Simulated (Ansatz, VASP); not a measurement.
# KCl: VASP beside Ansatz

```xyz
2
Lattice="4.3096 0.0000 0.0000 0.0000 4.3096 0.0000 0.0000 0.0000 3.0469" Properties=species:S:1:pos:R:3 pbc="T T T"
K     0.0000    0.0000    0.0000
Cl    2.1548    2.1548    1.5234
```

Alike in both runs: task single point; functional PBE; k mesh 8 × 8 × 8; occupations gaussian, width 0.05 eV; no spin polarisation.

|  | VASP | Ansatz |
| --- | --- | --- |
| version | VASP 6.6.1 | Ansatz 0.2.0 |
| potentials or method | VASP PAW PBE potentials, release 64 (K_sv, Cl), cutoff 520 eV | scalar-relativistic, plane waves, PAW |
| valence electrons in the cell | 16 | 16 |

```tsv
	VASP	Ansatz	Ansatz less VASP
gap on the k mesh at the Fermi level (eV)	2.26	2.25	-0.004
least direct gap on the mesh (eV)	2.31	2.31	-0.004
pressure (GPa)	1.4	1.3	-0.01
traceless stress, the component that is largest in VASP (GPa)	13.24	13.24	-0.004
```

The functional is the same, so the differences come from potentials, cutoffs and numerics.
